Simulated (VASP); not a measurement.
Set up this calculation in VASP 6.6.1, as the native input.

```yaml
Task: single point
Functional: PBEsol
Potentials_or_basis: VASP PAW PBE potentials, release 64 (In_d, P)
Cutoff: 520 eV
k_mesh: 6 × 6 × 6
Occupations: gaussian, width 0.01 eV
Spin: no spin polarisation
Dipole_correction: no
Further_INCAR_settings: ALGO = Normal; EDIFF = 1e-06; NBANDS = 16
```

The structure of InP lies in POSCAR:

```
InP
1.0
    0.0000000000      2.7897544657      2.7897544657
    2.7897544657      0.0000000000      2.7897544657
    2.7897544657      2.7897544657      0.0000000000
In P
1 1
Direct
    0.0000000000      0.0000000000      0.0000000000
    0.7500000000      0.7500000000      0.7500000000
```

These files were run (other wordings do the same):

INCAR

```
PREC = Accurate
ENCUT = 520
EDIFF = 1E-6
ISMEAR = 0
SIGMA = 0.01
LREAL = False
LASPH = True
NELM = 60
ALGO = Normal
ISIF = 2
LWAVE = False
LCHARG = True
GGA = PS
LELF = True
LVHAR = True
NBANDS = 16
```

KPOINTS

```
regular mesh
0
Gamma
  6 6 6
```

Potentials or basis: VASP PAW PBE potentials, release 64 (In_d, P).

Launch:

```bash
$ cat potpaw_PBE.64/In_d/POTCAR potpaw_PBE.64/P/POTCAR > POTCAR
$ mpirun -np 1 vasp_std > vasp.out
```

Results of the run:

* Pressure: 14.9 GPa
* Band gap on the k mesh: 1.34 eV, indirect (least direct gap 1.38 eV)

Caveat: the PAW data sets were made with another functional, which shifts forces and pressure a little; spin-orbit coupling is left out, which moves the levels of the heavy elements.

Run time: 13 s on 1 thread of Intel Xeon 6975P-C, on a shared host, peak memory 0.17 GiB.
